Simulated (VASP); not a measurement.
# Ga3SbN2 (P6mm) in VASP: a series of runs

Ga3SbN2 is run at these levels: PBE; tasks: single point.

Everything below comes from runs of VASP 6.6.1. Logs are shortened: lines on timing, memory, paths and dates and some standing lists are left out, and cuts for length are marked.

**1. The cell of the first run**

It takes space group P6mm (No. 183, hexagonal). The conventional cell has a = 5.800 Å, b = 5.800 Å, c = 7.578 Å, α = 90.00°, β = 90.00°, γ = 120.00°. Within 3.4 Å of Ga (site symmetry 2mm) lie 2 N at 2.58 Å and 4 Ga at 2.90 Å. Sb (site symmetry 6mm) has 6 Ga at 3.84 Å and 6 N at 4.57 Å within 5.0 Å. Within 3.4 Å of N (site symmetry 3m) lie 3 Ga at 2.58 Å and 3 N at 3.35 Å.

The cell was built from a structure type or drawn by symmetry, and may not be a known phase.

**2. Single point, PBE**

File INCAR:

```
PREC     = Accurate       # precision mode
ENCUT    = 520            # plane-wave cutoff, eV
EDIFF    = 1E-6           # SCF threshold, eV
ISMEAR   = 0              # smearing method
SIGMA    = 0.1            # smearing width, eV
LREAL    = False          # projectors in reciprocal space
LASPH    = True           # aspherical terms in the spheres
NELM     = 80             # most SCF steps
ALGO     = Normal         # electronic algorithm
ISIF     = 2              # what is computed and relaxed
LWAVE    = False          # write WAVECAR
LCHARG   = True           # write CHGCAR
GGA      = PE             # functional
LELF     = True           # ELF
LVHAR    = True         
NBANDS   = 36             # bands
```

File KPOINTS:

```
Automatic mesh
0
Gamma
  3 3 2
```

File POSCAR:

```
Ga3SbN2
1.0
    5.8002614500      0.0000000000      0.0000000000
   -2.9001307200      5.0231737600      0.0000000000
    0.0000000000      0.0000000000      7.5784924100
Ga Sb N
3 1 2
Direct
    0.5000000000      0.0000000000      0.2676612400
    0.0000000000      0.5000000000      0.2676612400
    0.5000000000      0.5000000000      0.2676612400
    0.0000000000      0.0000000000      0.5997005700
    0.3333333300      0.6666666700      0.0091193600
    0.6666666700      0.3333333300      0.0091193600
```

Potentials or basis: VASP PAW PBE potentials, release 64 (Ga_d, Sb, N).

The run is started by

```sh
> cat potpaw_PBE.64/Ga_d/POTCAR potpaw_PBE.64/Sb/POTCAR potpaw_PBE.64/N/POTCAR > POTCAR
> mpirun -np 1 vasp_std > vasp.out
```

OUTCAR:

```text
PREC = Accurate
   ENCUT = 520
   EDIFF = 1E-6
   ISMEAR = 0
   LREAL = False
   LASPH = True
   NELM = 80
   ISIF = 2
   GGA = PE

 ion  position               nearest neighbor table
   1  0.500  0.000  0.268-   3 2.90   3 2.90   2 2.90   2 2.90
   2  0.000  0.500  0.268-   1 2.90   1 2.90   3 2.90   3 2.90
   3  0.500  0.500  0.268-   1 2.90   1 2.90   2 2.90   2 2.90
   4  0.000  0.000  0.600-
   5  0.333  0.667  0.009-
   6  0.667  0.333  0.009-

  LATTYP: Found a hexagonal cell.
 ALAT       =     5.8002614500
 C/A-ratio  =     1.3065777250

  Lattice vectors:

 A1 = (   5.8002614500,   0.0000000000,   0.0000000000)
 A2 = (  -2.9001307200,   5.0231737600,   0.0000000000)
 A3 = (   0.0000000000,   0.0000000000,   7.5784924100)

Analysis of symmetry for initial positions (statically):
=====================================================================
 Subroutine PRICEL returns:
 Original cell was already a primitive cell.

 Routine SETGRP: Setting up the symmetry group for a
 hexagonal supercell.

 Subroutine GETGRP returns: Found 12 space group operations
 (whereof 12 operations were pure point group operations)
 out of a pool of 24 trial point group operations.

The static configuration has the point symmetry C_6v.

Analysis of symmetry for dynamics (positions and initial velocities):
=====================================================================
 Subroutine PRICEL returns:
 Original cell was already a primitive cell.

 Routine SETGRP: Setting up the symmetry group for a
 hexagonal supercell.

 Subroutine GETGRP returns: Found 12 space group operations
 (whereof 12 operations were pure point group operations)
 out of a pool of 24 trial point group operations.

The dynamic configuration has the point symmetry C_6v.

 Subroutine INISYM returns: Found 12 space group operations
 (whereof 12 operations are pure point group operations),
 and found     1 'primitive' translations

----------------------------------------------------------------------------------------

                                     Primitive cell

  volume of cell :     220.8048

  direct lattice vectors                    reciprocal lattice vectors
     5.800261450  0.000000000  0.000000000     0.172406021  0.099538663  0.000000000
    -2.900130720  5.023173760  0.000000000     0.000000000  0.199077326  0.000000000
[... 76 lines left out ...]
   EDIFFG = 0.1E-04   stopping-criterion for IOM
   NSW    =      0    number of steps for IOM
   IBRION =     -1    ionic relax: 0-MD 1-quasi-New 2-CG
   NFREE  =      0    steps in history (QN), initial steepest desc. (CG)
   ISIF   =      2    stress and relaxation
   ISYM   =      2    0-nonsym 1-usesym 2-fastsym
   POTIM  = 0.5000    time-step for ionic-motion
   TEBEG  =    0.0;   TEEND  =   0.0 temperature during run
   PSTRESS=    0.0 pullay stress
   NELECT =      54.0000    total number of electrons
   NUPDOWN=      -1.0000    fix difference up-down
   EMIN   =  10.00;   EMAX   =-10.00  energy-range for DOS
   EFERMI =   0.00;   METHOD = LEGACY
   ISMEAR =     0;   SIGMA  =   0.10  broadening in eV -4-tet -1-fermi 0-gaus
   EFERMI_NEDOS =   21; number of points for ismear=-14 and -15
   IALGO  =     38    algorithm
   IMIX   =      4    mixing-type and parameters
     AMIX     =   0.40;   BMIX     =  1.00
     AMIX_MAG =   1.60;   BMIX_MAG =  1.00
  volume/ion in A,a.u.               =      36.80       248.34
  Fermi-wavevector in a.u.,A,eV,Ry     =   1.023772  1.934648 14.260388  1.048109
  Thomas-Fermi vector in A             =   2.157523
   LORBIT       =      0    0 simple, 1 ext, 2 COOP (PROOUT), +10 PAW based schemes
   GGA     = PE    functional components
   LHFCALC =     F    Hartree Fock is set to
   AEXX    =    0.0000 exact exchange contribution
   IVDW    =     0    specifies the selected vdW correction
   LEPSILON=     F    determine dielectric tensor
   LRPA    =     F    only Hartree local field effects (RPA)
 non-spin polarized calculation
 Gauss-broadening in eV      SIGMA  =   0.10
  energy-cutoff  :      520.00
  volume of cell :      220.80
 maximum number of plane-waves:      5964
 NGX is ok and might be reduce to    48
   NGX = 21   NGY = 21   NGZ = 29

 number of electron      54.0000004 magnetization

 Free energy of the ion-electron system (eV)
  ---------------------------------------------------
  ext. energy  EPLUGINS =         0.00000000
  ---------------------------------------------------
  free energy    TOTEN  =       -17.62665163 eV

  energy without entropy =      -17.56144543  energy(sigma->0) =      -17.59404853

 E-fermi :  -0.2865     XC(G=0):  -7.0129

 val. band max:       -0.3061458615   @ k =   0.3333   0.0000   0.5000
 cond. band min:      -0.2364130940   @ k =   0.0000   0.0000   0.0000
 fundamental gap:      0.0697327675
 Fermi energy:        -0.2865173565

 k-point     1 :       0.0000    0.0000    0.0000
  band No.  band energies     occupation
      1     -15.0730      2.00000
      2     -15.0303      2.00000
      3     -15.0303      2.00000
      4     -14.9684      2.00000
      5     -14.9114      2.00000
      6     -14.8851      2.00000
[... 223 lines left out ...]
     35       4.0801      0.00000
     36       5.1793      0.00000

------------------------ aborting loop because EDIFF is reached ----------------------------------------

  FORCE on cell =-STRESS in cart. coord.  units (eV):
  Direction    XX          YY          ZZ          XY          YZ          ZX
  --------------------------------------------------------------------------------------
  -------------------------------------------------------------------------------------
  Total       -6.6329123     -6.6329123    -20.3019238     -0.0000000      0.0000000      0.0000000
  in kB      -48.1289347    -48.1289346   -147.3123591     -0.0000000      0.0000000      0.0000000
  external PRESSURE =     -81.1900761 kB  Pullay stress =       0.0000000 kB

 VOLUME and BASIS-vectors are now :
 -----------------------------------------------------------------------------
  energy-cutoff  :      520.00
  volume of cell :      220.80
      direct lattice vectors                 reciprocal lattice vectors
     5.800261450  0.000000000  0.000000000     0.172406021  0.099538663  0.000000000
    -2.900130720  5.023173760  0.000000000     0.000000000  0.199077326  0.000000000
     0.000000000  0.000000000  7.578492410     0.000000000  0.000000000  0.131952365

 POSITION                                       TOTAL-FORCE (eV/Angst)
 -----------------------------------------------------------------------------------
      2.90013      0.00000      2.02847        -0.000000     -0.000000     -1.730009
     -1.45007      2.51159      2.02847        -0.000000      0.000000     -1.730009
      1.45007      2.51159      2.02847        -0.000000      0.000000     -1.730009
      0.00000      0.00000      4.54483        -0.000000     -0.000000     -1.707945
     -0.00000      3.34878      0.06911         0.000000     -0.000000      3.448986
      2.90013      1.67439      0.06911         0.000000      0.000000      3.448986
 -----------------------------------------------------------------------------------
    total drift:                                0.000000      0.000000      0.000876

  FREE ENERGIE OF THE ION-ELECTRON SYSTEM (eV)
  ---------------------------------------------------
  free  energy   TOTEN  =       -17.6266516305 eV

  energy  without entropy=      -17.5614454316  energy(sigma->0) =      -17.59404853
```

OSZICAR:

```text
N       E                     dE             d eps       ncg     rms          rms(c)
DAV:   1     0.421807602645E+03    0.42181E+03   -0.24960E+04   444   0.178E+03
DAV:   2     0.522298729920E+02   -0.36958E+03   -0.35732E+03   480   0.440E+02
DAV:   3    -0.174681733158E+02   -0.69698E+02   -0.66345E+02   568   0.148E+02
DAV:   4    -0.242883262698E+02   -0.68202E+01   -0.66790E+01   512   0.428E+01
DAV:   5    -0.245389070586E+02   -0.25058E+00   -0.24993E+00   536   0.809E+00    0.157E+01
DAV:   6    -0.380258841227E+02   -0.13487E+02   -0.24386E+02   592   0.651E+01    0.259E+01
DAV:   7    -0.176821528363E+02    0.20344E+02   -0.58180E+01   512   0.179E+01    0.788E+00
DAV:   8    -0.177406316544E+02   -0.58479E-01   -0.53172E+00   476   0.803E+00    0.348E+00
DAV:   9    -0.177216543949E+02    0.18977E-01   -0.23381E-01   636   0.195E+00    0.294E+00
DAV:  10    -0.176640250464E+02    0.57629E-01   -0.61997E-02   532   0.104E+00    0.200E+00
DAV:  11    -0.176263264632E+02    0.37699E-01   -0.16865E-01   480   0.124E+00    0.420E-01
DAV:  12    -0.176304774650E+02   -0.41510E-02   -0.36283E-02   504   0.579E-01    0.701E-01
DAV:  13    -0.176264584394E+02    0.40190E-02   -0.10262E-02   540   0.267E-01    0.205E-01
DAV:  14    -0.176265395110E+02   -0.81072E-04   -0.23060E-03   524   0.183E-01    0.513E-02
DAV:  15    -0.176266937151E+02   -0.15420E-03   -0.31064E-04   632   0.592E-02    0.743E-02
DAV:  16    -0.176266483749E+02    0.45340E-04   -0.25941E-04   448   0.405E-02    0.106E-02
DAV:  17    -0.176266506461E+02   -0.22712E-05   -0.91913E-06   496   0.138E-02    0.756E-03
DAV:  18    -0.176266516305E+02   -0.98441E-06   -0.25073E-06   352   0.473E-03
   1 F= -.17626652E+02 E0= -.17594049E+02  d E =-.652062E-01
```

Wall time 80 s (1 thread of Intel Xeon Platinum 8488C (Sapphire Rapids), shared host); peak memory 0.36 GiB.

Results:

```
Free energy            : -17.6267 eV
Pressure               : -8.1 GPa
Largest force          : 3.449 eV/Å
Band gap on the k mesh : zero (bands 27 and 28 overlap by 0.42 eV)
```

Forces on the atoms (eV/Å):
```
Ga   0.000  0.000 -1.730
Ga   0.000  0.000 -1.730
Ga   0.000  0.000 -1.730
Sb   0.000  0.000 -1.708
N    0.000  0.000  3.449
N    0.000  0.000  3.449
```

Caveat: the k points lie up to 0.42 Å⁻¹ apart; semilocal functionals underestimate gaps, so a narrow gap can read as zero; spin-orbit coupling is left out, which moves the levels of the heavy elements; this functional lacks dispersion, which binds the layers, so the pressure and a relaxed spacing across them are unreliable; forces of over 1 eV/Å act on the atoms, so gaps and moduli don't describe the material at rest.

**3. Single point, PBE**

This run uses another cell than the first one, of 36.64 Å³/atom.

File INCAR:

```
ALGO     = Normal         # electronic algorithm
EDIFF    = 1E-6           # SCF threshold, eV
ENCUT    = 520            # plane-wave cutoff, eV
GGA      = PE             # functional
ISIF     = 2              # what is computed and relaxed
ISMEAR   = 0              # smearing method
LASPH    = T              # aspherical terms in the spheres
LCHARG   = F              # write CHGCAR
LREAL    = F              # projectors in reciprocal space
LWAVE    = F              # write WAVECAR
NBANDS   = 36             # bands
NELM     = 60             # most SCF steps
PREC     = Accurate       # precision mode
SIGMA    = 0.1            # smearing width, eV
```

File KPOINTS:

```
k-points
0
Gamma
  3 3 2
```

File POSCAR:

```
Ga3SbN2
1.0
    6.0582720239     -0.0000000030      0.0000000000
   -3.0291360093      5.2466174772      0.0000000000
    0.0000000000      0.0000000000      6.9156568739
Ga Sb N
3 1 2
Direct
    0.5000000000      0.0000000000      0.2419388814
    0.0000000000      0.5000000000      0.2419388814
    0.5000000000      0.5000000000      0.2419388814
    0.0000000000      0.0000000000      0.3724505104
    0.3333333333      0.6666666667      0.1613279277
    0.6666666667      0.3333333333      0.1613279277
```

Potentials or basis: VASP PAW PBE potentials, release 64 (Ga_d, Sb, N).

The run is started by

```sh
> cat potpaw_PBE.64/Ga_d/POTCAR potpaw_PBE.64/Sb/POTCAR potpaw_PBE.64/N/POTCAR > POTCAR
> mpirun -np 1 vasp_std > vasp.out
```

It took 68 s on 1 thread of Intel Xeon Platinum 8488C (Sapphire Rapids), shared host; peak memory 0.36 GiB.

It converged, with:

```yaml
Free_energy: -26.7686 eV
Pressure: 0.1 GPa
Largest_force: 0.011 eV/Å
Band_gap_on_the_k_mesh: 0.61 eV (least direct gap 0.89 eV)
```

Forces on the atoms (eV/Å):
```
Ga   0.000  0.000 -0.008
Ga   0.000  0.000 -0.008
Ga   0.000  0.000 -0.008
Sb   0.000  0.000  0.004
N    0.000  0.000  0.011
N    0.000  0.000  0.011
```

Stress tensor (GPa, compression positive):
```
 0.13  0.00  0.00
 0.00  0.13  0.00
 0.00  0.00 -0.04
```

Levels at points of the mesh, in eV from the valence-band top:
```tsv
k point	band 23	band 24	band 25	band 26	band 27	band 28	band 29	band 30	band 31	band 32
(0.00, 0.00, 0.00)	-3.99	-2.65	-1.12	-1.12	-0.52	0.61	1.03	1.03	3.85	4.83
(0.00, 0.00, 0.50)	-4.00	-2.66	-1.12	-1.12	-0.68	0.81	1.00	1.00	4.11	4.94
```

Caveat: the k points lie up to 0.45 Å⁻¹ apart; spin-orbit coupling is left out, which moves the levels of the heavy elements; an odd mesh through Γ misses points on the zone boundary, where band edges can lie.

(Part 1 of 2 ends here.)
